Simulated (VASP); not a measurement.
# GaSb (I-4m2) in VASP: further runs

GaSb is run at these levels: LDA, PBEsol, PBE; tasks: single point.

Program: VASP 6.6.1. These are calculated values, not measurements. Logs are shortened: lines on timing, memory, paths and dates and some standing lists are left out, and cuts for length are marked.

### 1 The cell of the first run

The structure is tetragonal, space group I-4m2 (No. 119). Conventional cell: a = 5.579 Å, b = 5.579 Å, c = 3.223 Å, α = 90.00°, β = 90.00°, γ = 90.00°. Within 3.8 Å of Sb (site symmetry -4m2) lie 8 Ga at 2.90 to 3.69 Å and 2 Sb at 3.22 Å. Within 3.8 Å of Ga (site symmetry -4m2) lie 8 Sb at 2.90 to 3.69 Å and 2 Ga at 3.22 Å.

### 2 Single point, LDA

Contents of INCAR:

```
ALGO     = Normal         # electronic algorithm
EDIFF    = 1E-6           # SCF threshold, eV
ENCUT    = 520            # plane-wave cutoff, eV
GGA      = CA             # functional
ISIF     = 2              # what is computed and relaxed
ISMEAR   = -1             # smearing method
LASPH    = True           # aspherical terms in the spheres
LCHARG   = False          # write CHGCAR
LREAL    = False          # projectors in reciprocal space
LWAVE    = False          # write WAVECAR
NBANDS   = 16             # bands
NELM     = 60             # most SCF steps
PREC     = Accurate       # precision mode
SIGMA    = 0.05           # smearing width, eV
```

Contents of KPOINTS:

```
k-points
0
Gamma
  10 10 10
```

Contents of POSCAR:

```
GaSb
1.0
   -2.7896675499      2.7896675499      1.6116397558
    2.7896675499     -2.7896675499      1.6116397558
    2.7896675499      2.7896675499     -1.6116397558
Sb Ga
1 1
Direct
    0.0000000000      0.0000000000      0.0000000000
    0.7500000000      0.2500000000      0.5000000000
```

Potentials or basis: VASP PAW LDA potentials, release 64 (Sb, Ga_d).

Launch:

```sh
cat potpaw_LDA.64/Sb/POTCAR potpaw_LDA.64/Ga_d/POTCAR > POTCAR
mpirun -np 1 vasp_std > vasp.out
```

OUTCAR:

```text
EDIFF = 1E-6
   ENCUT = 520
   GGA = CA
   ISIF = 2
   ISMEAR = -1
   LASPH = True
   LREAL = False
   NELM = 60
   PREC = Accurate

 ion  position               nearest neighbor table
   1  0.000  0.000  0.000-   2 2.90   2 2.90   2 2.90   2 2.90
   2  0.750  0.250  0.500-   1 2.90   1 2.90   1 2.90   1 2.90

  LATTYP: Found a body centered tetragonal cell.
 ALAT       =     5.5793350998
 C/A-ratio  =     0.5777174975

  Lattice vectors:

 A1 = (  -2.7896675499,   2.7896675499,   1.6116397558)
 A2 = (   2.7896675499,  -2.7896675499,   1.6116397558)
 A3 = (   2.7896675499,   2.7896675499,  -1.6116397558)

Analysis of symmetry for initial positions (statically):
=====================================================================
 Subroutine PRICEL returns:
 Original cell was already a primitive cell.

 Routine SETGRP: Setting up the symmetry group for a
 body centered tetragonal supercell.

 Subroutine GETGRP returns: Found  8 space group operations
 (whereof  8 operations were pure point group operations)
 out of a pool of 16 trial point group operations.

The static configuration has the point symmetry D_2d.

Analysis of symmetry for dynamics (positions and initial velocities):
=====================================================================
 Subroutine PRICEL returns:
 Original cell was already a primitive cell.

 Routine SETGRP: Setting up the symmetry group for a
 body centered tetragonal supercell.

 Subroutine GETGRP returns: Found  8 space group operations
 (whereof  8 operations were pure point group operations)
 out of a pool of 16 trial point group operations.

The dynamic configuration has the point symmetry D_2d.

 Subroutine INISYM returns: Found  8 space group operations
 (whereof  8 operations are pure point group operations),
 and found     1 'primitive' translations

----------------------------------------------------------------------------------------

                                     Primitive cell

  volume of cell :      50.1687

  direct lattice vectors                    reciprocal lattice vectors
    -2.789667550  2.789667550  1.611639756     0.000000000  0.179232827  0.310243029
     2.789667550 -2.789667550  1.611639756     0.179232827  0.000000000  0.310243029
     2.789667550  2.789667550 -1.611639756     0.179232827  0.179232827  0.000000000

  length of vectors
     4.261674880  4.261674880  4.261674880     0.358294772  0.358294772  0.253473494

  position of ions in fractional coordinates (direct lattice)
     0.000000000  0.000000000  0.000000000
     0.750000000  0.250000000  0.500000000

  ion indices of the primitive-cell ions
   primitive index   ion index
                 1           1
                 2           2

----------------------------------------------------------------------------------------

 KPOINTS: k-points

Automatic generation of k-mesh.
 Grid dimensions read from file:
 generate k-points for:   10   10   10

 Generating k-lattice:

  Cartesian coordinates                     Fractional coordinates (reciprocal lattice)
     0.000000000  0.017923283  0.031024303     0.100000000 -0.000000000  0.000000000
     0.017923283  0.000000000  0.031024303    -0.000000000  0.100000000  0.000000000
     0.017923283  0.017923283  0.000000000     0.000000000  0.000000000  0.100000000

  Length of vectors
     0.035829477  0.035829477  0.025347349

  Shift w.r.t. Gamma in fractional coordinates (k-lattice)
     0.000000000  0.000000000  0.000000000

 Subroutine IBZKPT returns following result:
 ===========================================

 Found    102 irreducible k-points:

 Following reciprocal coordinates:
            Coordinates               Weight
  0.000000  0.000000  0.000000      1.000000
  0.100000  0.000000 -0.000000      8.000000
  0.200000  0.000000 -0.000000      8.000000
  0.300000 -0.000000  0.000000      8.000000
  0.400000  0.000000  0.000000      8.000000
  0.500000  0.000000 -0.000000      4.000000
[... 16 lines left out ...]
  0.300000  0.300000  0.000000      8.000000
  0.400000  0.300000  0.000000     16.000000
 [... further k-points ...]
   k-points           NKPTS =    102   k-points in BZ     NKDIM =    102   number of bands    NBANDS=     16
   number of dos      NEDOS =    301   number of ions     NIONS =      2
   total plane-waves  NPLWV =  32768
   dimension x,y,z NGX =    32 NGY =   32 NGZ =   32
   dimension x,y,z NGXF=    64 NGYF=   64 NGZF=   64
   ions per type =               1   1
   NGX,Y,Z   is equivalent  to a cutoff of  12.48, 12.48, 12.48 a.u.
   NGXF,Y,Z  is equivalent  to a cutoff of  24.97, 24.97, 24.97 a.u.
 SYSTEM =  unknown system
   PREC   = accura    normal or accurate (medium, high low for compatibility)
   ISTART =      0    job   : 0-new  1-cont  2-samecut
   ICHARG =      2    charge: 1-file 2-atom 10-const
   ISPIN  =      1    spin polarized calculation?
   LNONCOLLINEAR =      F non collinear calculations
   LSORBIT =      F    spin-orbit coupling
   LASPH  =      T    aspherical Exc in radial PAW
   ENCUT  =  520.0 eV  38.22 Ry    6.18 a.u.   7.92  7.92  7.92*2*pi/ulx,y,z
   NELM   =     60;   NELMIN=  2; NELMDL= -5     # of ELM steps
   EDIFF  = 0.1E-05   stopping-criterion for ELM
   LREAL  =      F    real-space projection
   EDIFFG = 0.1E-04   stopping-criterion for IOM
   NSW    =      0    number of steps for IOM
   IBRION =     -1    ionic relax: 0-MD 1-quasi-New 2-CG
   NFREE  =      0    steps in history (QN), initial steepest desc. (CG)
   ISIF   =      2    stress and relaxation
   ISYM   =      2    0-nonsym 1-usesym 2-fastsym
   POTIM  = 0.5000    time-step for ionic-motion
   TEBEG  =    0.0;   TEEND  =   0.0 temperature during run
   PSTRESS=    0.0 pullay stress
   NELECT =      18.0000    total number of electrons
   NUPDOWN=      -1.0000    fix difference up-down
   EMIN   =  10.00;   EMAX   =-10.00  energy-range for DOS
   EFERMI =   0.00;   METHOD = LEGACY
   ISMEAR =    -1;   SIGMA  =   0.05  broadening in eV -4-tet -1-fermi 0-gaus
   EFERMI_NEDOS =   21; number of points for ismear=-14 and -15
   IALGO  =     38    algorithm
   IMIX   =      4    mixing-type and parameters
     AMIX     =   0.40;   BMIX     =  1.00
     AMIX_MAG =   1.60;   BMIX_MAG =  1.00
  volume/ion in A,a.u.               =      25.08       169.28
  Fermi-wavevector in a.u.,A,eV,Ry     =   1.163290  2.198300 18.412001  1.353244
  Thomas-Fermi vector in A             =   2.299842
   LORBIT       =      0    0 simple, 1 ext, 2 COOP (PROOUT), +10 PAW based schemes
   GGA     = CA    functional components
   LHFCALC =     F    Hartree Fock is set to
   AEXX    =    0.0000 exact exchange contribution
   IVDW    =     0    specifies the selected vdW correction
   LEPSILON=     F    determine dielectric tensor
   LRPA    =     F    only Hartree local field effects (RPA)
 non-spin polarized calculation
  energy-cutoff  :      520.00
  volume of cell :       50.17
 maximum number of plane-waves:      1378
   NGX = 15   NGY = 15   NGZ = 15

 number of electron      17.9999987 magnetization

 Free energy of the ion-electron system (eV)
  ---------------------------------------------------
  ext. energy  EPLUGINS =         0.00000000
  ---------------------------------------------------
  free energy    TOTEN  =        -8.27553524 eV

  energy without entropy =       -8.27097208  energy(sigma->0) =       -8.27325366

 E-fermi :   5.9016     XC(G=0): -10.2800

 val. band max:        5.7986966481   @ k =  -0.2000  -0.4000   0.1000
 cond. band min:       5.9030296950   @ k =   0.4000   0.4000   0.1000
 fundamental gap:      0.1043330469
 Fermi energy:         5.9015948258

 k-point     1 :       0.0000    0.0000    0.0000
  band No.  band energies     occupation
      1      -9.0302      2.00000
      2      -8.9554      2.00000
      3      -8.9473      2.00000
      4      -8.9305      2.00000
      5      -8.9305      2.00000
      6      -5.7352      2.00000
[... 8 lines left out ...]
     15      15.4304      0.00000
     16      16.3466      0.00000

 k-point     2 :       0.1000    0.0000   -0.0000
  band No.  band energies     occupation
      1      -9.0189      2.00000
      2      -8.9564      2.00000
      3      -8.9457      2.00000
      4      -8.9351      2.00000
      5      -8.9350      2.00000
      6      -5.5532      2.00000
[... 8 lines left out ...]
     15      15.1961      0.00000
     16      15.6152      0.00000

 k-point     3 :       0.2000    0.0000   -0.0000
  band No.  band energies     occupation
      1      -8.9899      2.00000
      2      -8.9596      2.00000
      3      -8.9489      2.00000
      4      -8.9464      2.00000
      5      -8.9392      2.00000
      6      -5.0126      2.00000
[... 8 lines left out ...]
     15      13.9296      0.00000
     16      15.3095      0.00000

 k-point     4 :       0.3000   -0.0000    0.0000
  band No.  band energies     occupation
      1      -8.9717      2.00000
      2      -8.9637      2.00000
      3      -8.9587      2.00000
      4      -8.9479      2.00000
      5      -8.9335      2.00000
      6      -4.1419      2.00000
[... 8 lines left out ...]
     15      13.1724      0.00000
     16      15.9560      0.00000
[... 324 lines left out ...]
 k-point    22 :      -0.2000    0.2000    0.0000
  band No.  band energies     occupation
      1      -9.0275      2.00000
      2      -8.9611      2.00000
      3      -8.9437      2.00000
      4      -8.9312      2.00000
      5      -8.9278      2.00000
      6      -5.4077      2.00000
[... 8 lines left out ...]
     15      14.7920      0.00000
     16      15.8991      0.00000

 k-point    23 :       0.3000    0.3000    0.0000
  band No.  band energies     occupation
      1      -8.9821      2.00000
      2      -8.9744      2.00000
      3      -8.9655      2.00000
      4      -8.9272      2.00000
      5      -8.9195      2.00000
      6      -2.3686      2.00000
[... 8 lines left out ...]
     15      14.5502      0.00000
     16      16.3521      0.00000

 k-point    24 :       0.4000    0.3000    0.0000
  band No.  band energies     occupation
      1      -8.9756      2.00000
      2      -8.9646      2.00000
      3      -8.9589      2.00000
      4      -8.9466      2.00000
      5      -8.9290      2.00000
      6      -3.1258      2.00000
[... 8 lines left out ...]
     15      15.3445      0.00000
     16      16.3562      0.00000

 [... further k-points ...]
[... 5 lines left out ...]
  --------------------------------------------------------------------------------------
  -------------------------------------------------------------------------------------
  Total       -1.8176771     -1.8176771     -1.8463900      0.0000000      0.0000000      0.0000000
  in kB      -58.0489604    -58.0489604    -58.9659321      0.0000000      0.0000000      0.0000000
  external PRESSURE =     -58.3546177 kB  Pullay stress =       0.0000000 kB

 VOLUME and BASIS-vectors are now :
 -----------------------------------------------------------------------------
  energy-cutoff  :      520.00
  volume of cell :       50.17
      direct lattice vectors                 reciprocal lattice vectors
    -2.789667550  2.789667550  1.611639756     0.000000000  0.179232827  0.310243029
     2.789667550 -2.789667550  1.611639756     0.179232827  0.000000000  0.310243029
     2.789667550  2.789667550 -1.611639756     0.179232827  0.179232827  0.000000000

 POSITION                                       TOTAL-FORCE (eV/Angst)
 -----------------------------------------------------------------------------------
      0.00000      0.00000      0.00000         0.000000     -0.000000     -0.000000
     -0.00000      2.78967      0.80582        -0.000000      0.000000      0.000000
 -----------------------------------------------------------------------------------
    total drift:                               -0.000000      0.000000      0.000000

  FREE ENERGIE OF THE ION-ELECTRON SYSTEM (eV)
  ---------------------------------------------------
  free  energy   TOTEN  =        -8.2755352364 eV

  energy  without entropy=       -8.2709720775  energy(sigma->0) =       -8.27325366
```

Wall time 21 s (1 thread of Intel Xeon 6975P-C (Granite Rapids), shared host); peak memory 0.21 GiB.

Results:

- Free energy: -8.2755 eV
- Pressure: -5.8 GPa
- Band gap on the k mesh: zero (band 9 reaches 7.72 eV, above the bottom of band 10 at 3.39 eV)

Stress tensor (GPa, compression positive):
```
-5.80  0.00  0.00
 0.00 -5.80  0.00
 0.00  0.00 -5.90
```

Levels at points of the mesh, in eV from the Fermi level:
```csv
k point,band 6,band 7,band 8,band 9,band 10,band 11,band 12,band 13
"(0.00, 0.00, 0.00)",-11.64,-3.11,-1.72,-1.72,3.60,4.71,6.85,6.85
"(0.50, 0.00, 0.00)",-8.26,-5.40,-2.43,-1.36,-1.04,2.54,3.16,4.95
"(0.50, 0.50, 0.00)",-10.27,-7.76,0.04,1.82,2.01,2.31,4.36,6.39
"(0.50, 0.50, 0.50)",-9.23,-5.81,-4.66,-4.66,3.31,4.87,9.85,9.85
```

Caveat: spin-orbit coupling is left out, which moves the levels of the heavy elements.

### 3 Single point, PBEsol

Contents of INCAR:

```
PREC = Accurate
ENCUT = 520
EDIFF = 1E-7
ISMEAR = -1
SIGMA = 0.05
LREAL = F
LASPH = T
NELM = 80
ALGO = Normal
ISIF = 2
LWAVE = F
LCHARG = T
GGA = PS
LELF = T
LVHAR = T
NBANDS = 16
```

Contents of KPOINTS:

```
regular mesh
0
Gamma
  10 10 10
```

POSCAR is that of step 2.

Potentials or basis: VASP PAW PBE potentials, release 64 (Sb, Ga_d).

Launch:

```sh
cat potpaw_PBE.64/Sb/POTCAR potpaw_PBE.64/Ga_d/POTCAR > POTCAR
mpirun -np 1 vasp_std > vasp.out
```

Run time: 30 s. Hardware: 1 thread of Intel Xeon 6975P-C (Granite Rapids), shared host; peak memory 0.23 GiB.

The run converged. Its results:

| Quantity | Value |
| --- | --- |
| Free energy | -7.8268 eV |
| Pressure | -4.5 GPa |
| Band gap on the k mesh | zero (band 9 reaches 7.77 eV, above the bottom of band 10 at 3.40 eV) |

Stress tensor (GPa, compression positive):
```
-4.38  0.00  0.00
 0.00 -4.38  0.00
 0.00  0.00 -4.81
```

Levels at points of the mesh, in eV from the Fermi level:
```
           k point  band 5  band 6  band 7  band 8  band 9  band 10  band 11  band 12  band 13  band 14
(0.00, 0.00, 0.00)  -14.70  -11.64   -3.03   -1.74   -1.74     3.50     4.76     6.91     6.91     7.29
(0.50, 0.00, 0.00)  -14.68   -8.23   -5.41   -2.40   -1.38    -1.06     2.47     3.19     4.98     7.93
(0.50, 0.50, 0.00)  -14.69  -10.26   -7.76    0.03    1.82     2.04     2.30     4.39     6.43     8.26
(0.50, 0.50, 0.50)  -14.69   -9.21   -5.78   -4.71   -4.71     3.32     4.88     9.96     9.96    12.25
```

Caveat: the PAW data sets were made with another functional, which shifts forces and pressure a little; spin-orbit coupling is left out, which moves the levels of the heavy elements.

### 4 Single point, PBE

This run uses another cell than the first one, of 23.64 Å³/atom, 0.942 times its volume.

Contents of INCAR:

```
SYSTEM = GaSb
PREC = Accurate
ENCUT = 520
EDIFF = 1E-7
ISMEAR = -1
SIGMA = 0.05
LREAL = .FALSE.
LASPH = .TRUE.
NELM = 100
ALGO = Normal
ISIF = 2
LWAVE = .FALSE.
LCHARG = .FALSE.
GGA = PE
NBANDS = 16
```

Contents of KPOINTS:

```
regular mesh
0
G
  10 10 10
  0 0 0
```

Contents of POSCAR:

```
GaSb
1.0
   -2.7349540204      2.7349540204      1.5800307924
    2.7349540204     -2.7349540204      1.5800307924
    2.7349540204      2.7349540204     -1.5800307924
Sb Ga
1 1
Direct
    0.0000000000      0.0000000000      0.0000000000
    0.7500000000      0.2500000000      0.5000000000
```

Launch:

```sh
cat potpaw_PBE.64/Sb/POTCAR potpaw_PBE.64/Ga_d/POTCAR > POTCAR
mpirun -np 1 vasp_std > vasp.out
```

Run time: 32 s. Hardware: 1 thread of Intel Xeon 6975P-C, shared host; peak memory 0.23 GiB.

The run converged. Its results:

* Free energy: -6.9918 eV
* Pressure: 1.3 GPa
* Band gap on the k mesh: zero (band 9 reaches 8.58 eV, above the bottom of band 10 at 4.00 eV)

Stress tensor (GPa, compression positive):
```
1.67 0.00 0.00
0.00 1.67 0.00
0.00 0.00 0.54
```

Levels at points of the mesh, in eV from the Fermi level:
```tsv
k point	band 5	band 6	band 7	band 8	band 9	band 10	band 11	band 12	band 13	band 14
(0.00, 0.00, 0.00)	-14.83	-12.09	-2.86	-1.90	-1.90	3.41	5.11	7.22	7.22	7.60
(0.50, 0.00, 0.00)	-14.80	-8.34	-5.70	-2.45	-1.52	-1.16	2.39	3.34	5.21	8.12
(0.50, 0.50, 0.00)	-14.82	-10.57	-8.14	0.01	1.80	2.22	2.40	4.62	6.60	8.44
(0.50, 0.50, 0.50)	-14.82	-9.37	-5.96	-5.07	-5.07	3.48	4.97	10.59	10.59	12.69
```

Caveat: spin-orbit coupling is left out, which moves the levels of the heavy elements.

### 5 Single point, PBE

INCAR: that of step 4 with these lines changed.

```diff
@@ -3,3 +3,3 @@
 ENCUT = 520
-EDIFF = 1E-7
+EDIFF = 1E-6
 ISMEAR = -1
@@ -8,3 +8,3 @@
 LASPH = .TRUE.
-NELM = 100
+NELM = 60
 ALGO = Normal
```

Contents of KPOINTS:

```
Automatic mesh
0
G
  10 10 10
  0 0 0
```

Contents of POSCAR:

```
GaSb
1.0
   -2.7896675499      2.7896675499      1.6116397558
    2.7896675499     -2.7896675499      1.6116397558
    2.7896675499      2.7896675499     -1.6116397558
Sb Ga
1 1
Direct
    0.0000000000      0.0000000000      0.0000000000
    0.7500000000      0.2500000000      0.5000000000
```

Launch:

```sh
cat potpaw_PBE.64/Sb/POTCAR potpaw_PBE.64/Ga_d/POTCAR > POTCAR
mpirun -np 1 vasp_std > vasp.out
```

Wall time 28 s (1 thread of Intel Xeon 6975P-C, shared host); peak memory 0.23 GiB.

Results (log left out):

| Item | Value |
| --- | --- |
| Free energy | -6.9865 eV |
| Pressure | -1.8 GPa |
| Band gap on the k mesh | zero (band 9 reaches 7.92 eV, above the bottom of band 10 at 3.56 eV) |

Stress tensor (GPa, compression positive):
```
-1.55  0.00  0.00
 0.00 -1.55  0.00
 0.00  0.00 -2.19
```

Levels at points of the mesh, in eV from the Fermi level:
```
           k point  band 5  band 6  band 7  band 8  band 9  band 10  band 11  band 12  band 13  band 14
(0.00, 0.00, 0.00)  -14.77  -11.63   -3.03   -1.74   -1.74     3.53     4.76     6.91     6.91     7.29
(0.50, 0.00, 0.00)  -14.74   -8.23   -5.40   -2.41   -1.38    -1.05     2.50     3.20     4.98     7.94
(0.50, 0.50, 0.00)  -14.76  -10.25   -7.76    0.02    1.82     2.05     2.33     4.39     6.44     8.24
(0.50, 0.50, 0.50)  -14.75   -9.21   -5.78   -4.70   -4.70     3.33     4.88     9.97     9.97    12.21
```

Caveat: spin-orbit coupling is left out, which moves the levels of the heavy elements.

(Part 1 of 2 ends here.)
